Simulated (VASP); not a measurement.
# Al (C2/m) in VASP: single point with PBE

Aim: the single point of Al with PBE.

All numbers are computed with VASP 6.6.1; they aren't measurements. Logs are shortened: lines on timing, memory, paths and dates and some standing lists are left out, and cuts for length are marked.

## Step 1: The cell of the first run

Symmetry: C2/m, No. 12, monoclinic system. Conventional cell: a = 3.868 Å, b = 3.868 Å, c = 2.869 Å, α = 90.00°, β = 132.06°, γ = 90.00°. Al (site symmetry 2/m) has 12 Al at 2.74 to 2.88 Å within 3.6 Å.

## Step 2: Single point, PBE

The input, INCAR:

```
  PREC = Accurate
  ENCUT = 520
  EDIFF = 1E-7
  ISMEAR = 0
  SIGMA = 0.1
  LREAL = F
  LASPH = T
  NELM = 60
  ALGO = Fast
  ISIF = 2
  LWAVE = F
  LCHARG = F
  GGA = PE
  NBANDS = 10
```

The input, KPOINTS:

```
Automatic mesh
0
Gamma
  9 9 16
```

The input, POSCAR:

```
Al
1.0
    3.8679257556      0.0000000000      0.0106390737
    0.0000000000      3.8679403874      0.0000000000
   -1.9281036472      0.0000000000      2.1247565054
Al
2
Direct
    0.0000000000      0.0000000000      0.0000000000
    0.5000000000      0.5000000000      0.0000000000
```

Potentials or basis: VASP PAW PBE potentials, release 64 (Al).

Run with:

```sh
> cat potpaw_PBE.64/Al/POTCAR > POTCAR
> mpirun -np 1 vasp_std > vasp.out
```

OUTCAR:

```text
PREC = Accurate
   ENCUT = 520
   EDIFF = 1E-7
   ISMEAR = 0
   LREAL = F
   LASPH = T
   NELM = 60
   ISIF = 2
   GGA = PE

 ion  position               nearest neighbor table
   1  0.000  0.000  0.000-   2 2.74   2 2.74   2 2.74   2 2.74   2 2.88   2 2.88   2 2.88   2 2.88

   2  0.500  0.500  0.000-   1 2.74   1 2.74   1 2.74   1 2.74   1 2.88   1 2.88   1 2.88   1 2.88

  LATTYP: Found a simple monoclinic cell.
 ALAT       =     2.8691765163
 B/A-ratio  =     1.3481012289
 C/A-ratio  =     1.0054907745
 COS(beta)  =    -0.0962886877

  Lattice vectors:

 A1 = (  -1.9281036472,   0.0000000000,   2.1247565054)
 A2 = (   0.0000000000,   3.8679403874,   0.0000000000)
 A3 = (  -1.9398221084,   0.0000000000,  -2.1353955791)

Analysis of symmetry for initial positions (statically):
=====================================================================
 Subroutine PRICEL returns following result:

  LATTYP: Found a base centered monoclinic cell.
 ALAT       =     3.8679403874
 B/A-ratio  =     1.0000000000
 C/A-ratio  =     0.7417840579
 COS(beta)  =    -0.6699664635

  Lattice vectors:

 A1 = (   1.9339628778,  -1.9339701937,   0.0053195369)
 A2 = (   1.9339628778,   1.9339701937,   0.0053195369)
 A3 = (  -1.9281036472,   0.0000000000,   2.1247565054)

   2 primitive cells build up your supercell.

 Routine SETGRP: Setting up the symmetry group for a
 simple monoclinic supercell.

 Subroutine GETGRP returns: Found  4 space group operations
 (whereof  4 operations were pure point group operations)
 out of a pool of  4 trial point group operations.

The static configuration has the point symmetry C_2h.

Analysis of symmetry for dynamics (positions and initial velocities):
=====================================================================
 Subroutine PRICEL returns following result:

  LATTYP: Found a base centered monoclinic cell.
 ALAT       =     3.8679403874
 B/A-ratio  =     1.0000000000
 C/A-ratio  =     0.7417840579
 COS(beta)  =    -0.6699664635

  Lattice vectors:

 A1 = (   1.9339628778,  -1.9339701937,   0.0053195369)
 A2 = (   1.9339628778,   1.9339701937,   0.0053195369)
 A3 = (  -1.9281036472,   0.0000000000,   2.1247565054)

   2 primitive cells build up your supercell.

 Routine SETGRP: Setting up the symmetry group for a
[... 106 lines left out ...]
   EDIFFG = 0.1E-05   stopping-criterion for IOM
   NSW    =      0    number of steps for IOM
   IBRION =     -1    ionic relax: 0-MD 1-quasi-New 2-CG
   NFREE  =      0    steps in history (QN), initial steepest desc. (CG)
   ISIF   =      2    stress and relaxation
   ISYM   =      2    0-nonsym 1-usesym 2-fastsym
   POTIM  = 0.5000    time-step for ionic-motion
   TEBEG  =    0.0;   TEEND  =   0.0 temperature during run
   PSTRESS=    0.0 pullay stress
   NELECT =       6.0000    total number of electrons
   NUPDOWN=      -1.0000    fix difference up-down
   EMIN   =  10.00;   EMAX   =-10.00  energy-range for DOS
   EFERMI =   0.00;   METHOD = LEGACY
   ISMEAR =     0;   SIGMA  =   0.10  broadening in eV -4-tet -1-fermi 0-gaus
   EFERMI_NEDOS =   21; number of points for ismear=-14 and -15
   IALGO  =     68    algorithm
   IMIX   =      4    mixing-type and parameters
     AMIX     =   0.40;   BMIX     =  1.00
     AMIX_MAG =   1.60;   BMIX_MAG =  1.00
  volume/ion in A,a.u.               =      15.93       107.53
  Fermi-wavevector in a.u.,A,eV,Ry     =   0.938301  1.773131 11.978679  0.880408
  Thomas-Fermi vector in A             =   2.065499
   LORBIT       =      0    0 simple, 1 ext, 2 COOP (PROOUT), +10 PAW based schemes
   GGA     = PE    functional components
   LHFCALC =     F    Hartree Fock is set to
   AEXX    =    0.0000 exact exchange contribution
   IVDW    =     0    specifies the selected vdW correction
   LEPSILON=     F    determine dielectric tensor
   LRPA    =     F    only Hartree local field effects (RPA)
 non-spin polarized calculation
 RMM-DIIS sequential band-by-band and
 Gauss-broadening in eV      SIGMA  =   0.10
  energy-cutoff  :      520.00
  volume of cell :       31.87
 maximum number of plane-waves:       875
 NGX is ok and might be reduce to    30
   NGX = 15   NGY = 15   NGZ = 11

 number of electron       6.0000000 magnetization

 Free energy of the ion-electron system (eV)
  ---------------------------------------------------
  ext. energy  EPLUGINS =         0.00000000
  ---------------------------------------------------
  free energy    TOTEN  =        -7.45690931 eV

  energy without entropy =       -7.45438862  energy(sigma->0) =       -7.45564897

 E-fermi :   8.3765     XC(G=0): -10.3230

 val. band max:        8.3737539125   @ k =   0.4444   0.2222   0.1250
 cond. band min:       8.3766096392   @ k =  -0.4444   0.0000   0.0625
 fundamental gap:      0.0028557268
 Fermi energy:         8.3765409913

 k-point     1 :       0.0000    0.0000    0.0000
  band No.  band energies     occupation
      1      -3.0083      2.00000
      2       5.8607      2.00000
      3       7.4372      2.00000
      4      13.2514      0.00000
      5      13.3702      0.00000
      6      13.9819      0.00000
      7      17.1924      0.00000
      8      20.5478      0.00000
      9      21.6738      0.00000
     10      21.6819      0.00000
[... 287 lines left out ...]
 k-point    24 :       0.3333    0.4444    0.0000
  band No.  band energies     occupation
      1       0.8848      2.00000
      2       1.9477      2.00000
      3       6.6096      2.00000
      4       7.6373      2.00000
      5      16.5558      0.00000
      6      17.4905      0.00000
      7      18.2514      0.00000
      8      19.4927      0.00000
      9      20.1846      0.00000
     10      20.2743      0.00000

 [... further k-points ...]

------------------------ aborting loop because EDIFF is reached ----------------------------------------

  FORCE on cell =-STRESS in cart. coord.  units (eV):
  Direction    XX          YY          ZZ          XY          YZ          ZX
  --------------------------------------------------------------------------------------
  -------------------------------------------------------------------------------------
  Total        1.0560721      1.1149362     -0.0017717      0.0000000      0.0000000      0.0014637
  in kB       53.0950992     56.0545526     -0.0890732      0.0000000      0.0000000      0.0735898
  external PRESSURE =      36.3535262 kB  Pullay stress =       0.0000000 kB

 VOLUME and BASIS-vectors are now :
 -----------------------------------------------------------------------------
  energy-cutoff  :      520.00
  volume of cell :       31.87
      direct lattice vectors                 reciprocal lattice vectors
     3.867925756  0.000000000  0.010639074     0.257892799  0.000000000  0.234024015
     0.000000000  3.867940387  0.000000000     0.000000000  0.258535525  0.000000000
    -1.928103647  0.000000000  2.124756505    -0.001291320  0.000000000  0.469470360

 POSITION                                       TOTAL-FORCE (eV/Angst)
 -----------------------------------------------------------------------------------
      0.00000      0.00000      0.00000        -0.000000     -0.000000     -0.000000
      1.93396      1.93397      0.00532         0.000000      0.000000      0.000000
 -----------------------------------------------------------------------------------
    total drift:                                0.000000     -0.000000      0.000000

  FREE ENERGIE OF THE ION-ELECTRON SYSTEM (eV)
  ---------------------------------------------------
  free  energy   TOTEN  =        -7.4569093096 eV

  energy  without entropy=       -7.4543886232  energy(sigma->0) =       -7.45564897
```

OSZICAR:

```text
N       E                     dE             d eps       ncg     rms          rms(c)
DAV:   1    -0.102352659263E+00   -0.10235E+00   -0.22089E+03  7340   0.442E+02
DAV:   2    -0.733996339743E+01   -0.72376E+01   -0.69319E+01  9552   0.555E+01
DAV:   3    -0.750105228662E+01   -0.16109E+00   -0.16049E+00  9508   0.654E+00
DAV:   4    -0.750179570944E+01   -0.74342E-03   -0.74336E-03  8838   0.499E-01
DAV:   5    -0.750180244400E+01   -0.67346E-05   -0.67345E-05  8804   0.453E-02    0.192E+00
RMM:   6    -0.747577569710E+01    0.26027E-01   -0.22731E-03  7393   0.286E-01    0.113E+00
RMM:   7    -0.745691732718E+01    0.18858E-01   -0.69749E-03  7612   0.483E-01    0.161E-01
RMM:   8    -0.745690816453E+01    0.91626E-05   -0.29958E-04  7967   0.120E-01    0.201E-02
RMM:   9    -0.745691128837E+01   -0.31238E-05   -0.45891E-05  8287   0.476E-02    0.184E-02
RMM:  10    -0.745691161586E+01   -0.32749E-06   -0.93948E-06  8441   0.211E-02    0.501E-03
RMM:  11    -0.745690890414E+01    0.27117E-05   -0.18350E-06  8523   0.803E-03    0.387E-03
RMM:  12    -0.745690932560E+01   -0.42146E-06   -0.56308E-07  8307   0.526E-03    0.459E-03
RMM:  13    -0.745690930964E+01    0.15962E-07   -0.12127E-07  6676   0.212E-03
   1 F= -.74569093E+01 E0= -.74556490E+01  d E =-.252069E-02
```

stdout:

```text
POSCAR found type information on POSCAR Al
 POSCAR found :  1 types and       2 ions
 scaLAPACK will be used
 LDA part: xc-table for (Slater+PW92), standard interpolation
 POSCAR, INCAR and KPOINTS ok, starting setup
 FFT: planning ... GRIDC
 FFT: planning ... GRID_SOFT
 FFT: planning ... GRID
 WAVECAR not read
 entering main loop
```

Wall time 61 s (1 thread of Intel Xeon Platinum 8488C (Sapphire Rapids), shared host); peak memory 0.21 GiB.

What came out:

```
Free energy            : -7.4569 eV
Pressure               : 3.6 GPa
Band gap on the k mesh : zero (band 3 reaches 14.88 eV, above the bottom of band 4 at 4.45 eV)
```
